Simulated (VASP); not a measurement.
Here is a VASP 6.6.1 calculation.

File INCAR:

```
  PREC = Accurate
  ENCUT = 520
  EDIFF = 1E-7
  ISMEAR = -1
  SIGMA = 0.05
  LREAL = F
  LASPH = T
  NELM = 80
  ALGO = Normal
  ISIF = 2
  LWAVE = F
  LCHARG = F
  GGA = PS
  IVDW = 13
  NBANDS = 8
```

KPOINTS

```
regular mesh
0
Gamma
  11 11 11
```

Contents of POSCAR:

```
Al
1.0
    0.0000000000      2.0248050000      2.0248050000
    2.0248050000      0.0000000000      2.0248050000
    2.0248050000      2.0248050000      0.0000000000
Al
1
Direct
    0.0000000000      0.0000000000      0.0000000000
```

Potentials or basis: VASP PAW PBE potentials, release 64 (Al).

Command:

```bash
$ cat potpaw_PBE.64/Al/POTCAR > POTCAR
$ mpirun -np 1 vasp_std > vasp.out
```

(1) Estimate the dispersion energy per atom.

(2) What does it give for the pressure?

## Answers

(1) -0.199 eV.

(2) -3.7 GPa.

Caveat: the PAW data sets were made with another functional, which shifts forces and pressure a little; pairwise dispersion overbinds metals, which lowers pressure and volume.
